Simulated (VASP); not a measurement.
Here is a VASP 6.6.1 calculation.

The input INCAR:

```
SYSTEM = FePt
PREC = Accurate
ENCUT = 520
EDIFF = 1E-7
ISMEAR = 0
SIGMA = 0.023
LREAL = .False.
LASPH = .True.
NELM = 150
ALGO = Fast
ISIF = 2
LWAVE = .False.
LCHARG = .False.
ISPIN = 2
MAGMOM = 0 3
LORBIT = 11
LMAXMIX = 4
GGA = PE
NBANDS = 20
```

File KPOINTS:

```
Automatic mesh
0
Gamma
  10 10 7
  0 0 0
```

Contents of POSCAR:

```
FePt
1.0
    2.7235000000      0.0000000000      0.0000000000
    0.0000000000      2.7235000000      0.0000000000
    0.0000000000      0.0000000000      3.7200000000
Pt Fe
1 1
Direct
    0.5000000000      0.5000000000      0.5000000000
    0.0000000000      0.0000000000      0.0000000000
```

Potentials or basis: VASP PAW PBE potentials, release 64 (Pt, Fe).

Run with:

```sh
$ cat potpaw_PBE.64/Pt/POTCAR potpaw_PBE.64/Fe/POTCAR > POTCAR
$ mpirun -np 1 vasp_std > vasp.out
```

Task: Predict the net moment.

Result: 3.26 μB per cell.

Task: Predict the site moments.

Result: Pt +0.33; Fe +2.91 μB.

Task: What does it give for the pressure?

Result: 2.9 GPa.

Stress tensor (GPa, compression positive):
```
2.69 0.00 0.00
0.00 2.69 0.00
0.00 0.00 3.22
```
